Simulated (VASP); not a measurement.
# Cu (Immm) in VASP: single point with PBE

Aim: the single point of Cu with PBE.

Program: VASP 6.6.1. These are calculated values, not measurements. Logs are shortened: lines on timing, memory, paths and dates and some standing lists are left out, and cuts for length are marked.

## Step 1: The cell of the first run

The structure is orthorhombic, space group Immm (No. 71). Conventional cell: a = 2.386 Å, b = 2.745 Å, c = 3.629 Å, α = 90.00°, β = 90.00°, γ = 90.00°. Cu (site symmetry mmm) has 12 Cu at 2.39 to 2.75 Å within 3.2 Å.

## Step 2: Single point, PBE (engineering shear strain xy -0.1400, strain +e along x and -e along y +0.0000)

File INCAR:

```
  ALGO = Fast
  EDIFF = 1E-6
  ENCUT = 520
  GGA = PE
  ISIF = 2
  ISMEAR = 0
  LASPH = True
  LCHARG = False
  LREAL = False
  LWAVE = False
  NBANDS = 12
  NELM = 100
  PREC = Accurate
  SIGMA = 0.15
```

File KPOINTS:

```
k-points
0
Gamma
  20 20 20
```

File POSCAR:

```
Cu
1.0
   -0.1270014366      1.8143062373      1.8143062373
    1.8143062373     -0.1270014366      1.8143062373
    1.6873048007      1.6873048007      0.0000000000
Cu
1
Direct
    0.0000000000      0.0000000000      0.0000000000
```

Potentials or basis: VASP PAW PBE potentials, release 64 (Cu).

Run with:

```
cat potpaw_PBE.64/Cu/POTCAR > POTCAR
mpirun -np 1 vasp_std > vasp.out
```

OUTCAR:

```text
EDIFF = 1E-6
   ENCUT = 520
   GGA = PE
   ISIF = 2
   ISMEAR = 0
   LASPH = True
   LREAL = False
   NELM = 100
   PREC = Accurate

 ion  position               nearest neighbor table
   1  0.000  0.000  0.000-

  LATTYP: Found a body centered orthorhombic cell.
 ALAT       =     2.3862093330
 B/A-ratio  =     1.1505376344
 C/A-ratio  =     1.5206597445

  Lattice vectors:

 A1 = (   0.1270014366,  -1.8143062373,  -1.8143062373)
 A2 = (  -0.1270014366,   1.8143062373,  -1.8143062373)
 A3 = (   1.8143062373,  -0.1270014366,   1.8143062373)

Analysis of symmetry for initial positions (statically):
=====================================================================
 Subroutine PRICEL returns:
 Original cell was already a primitive cell.

 Routine SETGRP: Setting up the symmetry group for a
 body centered orthorhombic supercell.

 Subroutine GETGRP returns: Found  8 space group operations
 (whereof  8 operations were pure point group operations)
 out of a pool of  8 trial point group operations.

The static configuration has the point symmetry D_2h.

Analysis of symmetry for dynamics (positions and initial velocities):
=====================================================================
 Subroutine PRICEL returns:
 Original cell was already a primitive cell.

 Routine SETGRP: Setting up the symmetry group for a
 body centered orthorhombic supercell.

 Subroutine GETGRP returns: Found  8 space group operations
 (whereof  8 operations were pure point group operations)
 out of a pool of  8 trial point group operations.

The dynamic configuration has the point symmetry D_2h.

 Subroutine INISYM returns: Found  8 space group operations
 (whereof  8 operations are pure point group operations),
 and found     1 'primitive' translations

----------------------------------------------------------------------------------------

                                     Primitive cell

  volume of cell :      11.8858

  direct lattice vectors                    reciprocal lattice vectors
    -0.127001437  1.814306237  1.814306237    -0.257558349  0.257558349  0.275587434
     1.814306237 -0.127001437  1.814306237     0.257558349 -0.257558349  0.275587434
     1.687304801  1.687304801  0.000000000     0.296330574  0.296330574 -0.275587434

  length of vectors
     2.568957689  2.568957689  2.386209333     0.456750523  0.456750523  0.501569588

  position of ions in fractional coordinates (direct lattice)
     0.000000000  0.000000000  0.000000000

  ion indices of the primitive-cell ions
[... 83 lines left out ...]
   TEBEG  =    0.0;   TEEND  =   0.0 temperature during run
   PSTRESS=    0.0 pullay stress
   NELECT =      11.0000    total number of electrons
   NUPDOWN=      -1.0000    fix difference up-down
   EMIN   =  10.00;   EMAX   =-10.00  energy-range for DOS
   EFERMI =   0.00;   METHOD = LEGACY
   ISMEAR =     0;   SIGMA  =   0.15  broadening in eV -4-tet -1-fermi 0-gaus
   EFERMI_NEDOS =   21; number of points for ismear=-14 and -15
   IALGO  =     68    algorithm
   IMIX   =      4    mixing-type and parameters
     AMIX     =   0.40;   BMIX     =  1.00
     AMIX_MAG =   1.60;   BMIX_MAG =  1.00
  volume/ion in A,a.u.               =      11.89        80.21
  Fermi-wavevector in a.u.,A,eV,Ry     =   1.595375  3.014822 34.629857  2.545223
  Thomas-Fermi vector in A             =   2.693304
   LORBIT       =      0    0 simple, 1 ext, 2 COOP (PROOUT), +10 PAW based schemes
   GGA     = PE    functional components
   LHFCALC =     F    Hartree Fock is set to
   AEXX    =    0.0000 exact exchange contribution
   IVDW    =     0    specifies the selected vdW correction
   LEPSILON=     F    determine dielectric tensor
   LRPA    =     F    only Hartree local field effects (RPA)
 non-spin polarized calculation
 RMM-DIIS sequential band-by-band and
 Gauss-broadening in eV      SIGMA  =   0.15
  energy-cutoff  :      520.00
  volume of cell :       11.89
 maximum number of plane-waves:       334
   NGX =  9   NGY =  9   NGZ =  9

 number of electron      11.0000006 magnetization

 Free energy of the ion-electron system (eV)
  ---------------------------------------------------
  ext. energy  EPLUGINS =         0.00000000
  ---------------------------------------------------
  free energy    TOTEN  =        -3.66878325 eV

  energy without entropy =       -3.66592662  energy(sigma->0) =       -3.66735493

 E-fermi :   7.5130     XC(G=0): -12.6786

 val. band max:        7.4849457588   @ k =   0.5000   0.1500   0.0000
 cond. band min:       7.5224633011   @ k =   0.5000   0.3000   0.1000
 fundamental gap:      0.0375175423
 Fermi energy:         7.5129964569

 k-point     1 :       0.0000    0.0000    0.0000
  band No.  band energies     occupation
      1      -1.7926      2.00000
      2       4.1529      2.00000
      3       4.2531      2.00000
      4       4.8750      2.00000
      5       5.3742      2.00000
      6       5.4006      2.00000
      7      28.4241      0.00000
      8      29.4186      0.00000
      9      32.4586      0.00000
     10      34.1098      0.00000
     11      34.5354      0.00000
     12      36.3228      0.00000
[... 331 lines left out ...]
 k-point    24 :      -0.3500    0.0500    0.0000
  band No.  band energies     occupation
      1       1.6944      2.00000
      2       4.1503      2.00000
      3       4.4978      2.00000
      4       4.9183      2.00000
      5       5.6952      2.00000
      6       5.7563      2.00000
      7      13.6308      0.00000
      8      26.2095      0.00000
      9      32.0546      0.00000
     10      33.2861      0.00000
     11      35.3933      0.00000
     12      35.4004      0.00000

 [... further k-points ...]

------------------------ aborting loop because EDIFF is reached ----------------------------------------

  FORCE on cell =-STRESS in cart. coord.  units (eV):
  Direction    XX          YY          ZZ          XY          YZ          ZX
  --------------------------------------------------------------------------------------
  -------------------------------------------------------------------------------------
  Total        0.4284710      0.4284710      0.0247317      0.8907708      0.0000000     -0.0000000
  in kB       57.7568578     57.7568578      3.3337746    120.0737452      0.0000000     -0.0000000
  external PRESSURE =      39.6158300 kB  Pullay stress =       0.0000000 kB

 VOLUME and BASIS-vectors are now :
 -----------------------------------------------------------------------------
  energy-cutoff  :      520.00
  volume of cell :       11.89
      direct lattice vectors                 reciprocal lattice vectors
    -0.127001437  1.814306237  1.814306237    -0.257558349  0.257558349  0.275587434
     1.814306237 -0.127001437  1.814306237     0.257558349 -0.257558349  0.275587434
     1.687304801  1.687304801  0.000000000     0.296330574  0.296330574 -0.275587434

 POSITION                                       TOTAL-FORCE (eV/Angst)
 -----------------------------------------------------------------------------------
      0.00000      0.00000      0.00000        -0.000000      0.000000      0.000000
 -----------------------------------------------------------------------------------
    total drift:                                0.000000     -0.000000     -0.000000

  FREE ENERGIE OF THE ION-ELECTRON SYSTEM (eV)
  ---------------------------------------------------
  free  energy   TOTEN  =        -3.6687832464 eV

  energy  without entropy=       -3.6659266180  energy(sigma->0) =       -3.66735493
```

OSZICAR:

```text
N       E                     dE             d eps       ncg     rms          rms(c)
DAV:   1     0.432015941032E+02    0.43202E+02   -0.53871E+03 30880   0.153E+03
DAV:   2    -0.320379229561E+01   -0.46405E+02   -0.42765E+02 28960   0.205E+02
DAV:   3    -0.454952714413E+01   -0.13457E+01   -0.13358E+01 32876   0.401E+01
DAV:   4    -0.455817113079E+01   -0.86440E-02   -0.86428E-02 31532   0.283E+00
DAV:   5    -0.455825281090E+01   -0.81680E-04   -0.81680E-04 33280   0.280E-01    0.766E+00
RMM:   6    -0.402247184952E+01    0.53578E+00   -0.31283E+00 34986   0.329E+01    0.438E+00
RMM:   7    -0.368189330749E+01    0.34058E+00   -0.46377E-01 34759   0.124E+01    0.976E-01
RMM:   8    -0.366971348082E+01    0.12180E-01   -0.10971E-02 35955   0.115E+00    0.232E-01
RMM:   9    -0.366873032698E+01    0.98315E-03   -0.23652E-03 37120   0.871E-01    0.275E-02
RMM:  10    -0.366877404023E+01   -0.43713E-04   -0.43852E-04 37225   0.284E-01    0.167E-02
RMM:  11    -0.366878103420E+01   -0.69940E-05   -0.74486E-05 37657   0.875E-02    0.517E-03
RMM:  12    -0.366878332668E+01   -0.22925E-05   -0.12178E-05 35356   0.367E-02    0.254E-03
RMM:  13    -0.366878324643E+01    0.80251E-07   -0.11257E-06 25003   0.115E-02
   1 F= -.36687832E+01 E0= -.36673549E+01  d E =-.285663E-02
```

It took 2.2 min on 1 thread of Intel Xeon 6975P-C, shared host; peak memory 0.27 GiB.

Results:

```yaml
Free_energy: -3.6688 eV
Pressure: 4.0 GPa
```

Stress tensor (GPa, compression positive):
```
 5.78 12.01  0.00
12.01  5.78  0.00
 0.00  0.00  0.33
```

Levels at points of the mesh, in eV from the Fermi level:
```tsv
k point	band 4	band 5	band 6	band 7	band 8	band 9
(0.00, 0.00, 0.00)	-2.64	-2.14	-2.11	20.91	21.91	24.95
(0.50, 0.00, 0.00)	-1.86	-1.56	-1.56	2.83	20.72	24.05
(0.50, 0.50, 0.00)	-1.50	-1.47	1.46	7.03	9.97	15.73
(0.00, 0.00, 0.50)	-1.73	-1.47	-0.29	4.77	19.36	19.77
(0.50, 0.00, 0.50)	-1.55	-1.39	1.61	7.23	13.13	13.14
```

Caveat: the cell differs from its parent crystal (engineering shear strain xy -0.1400, strain +e along x and -e along y +0.0000).
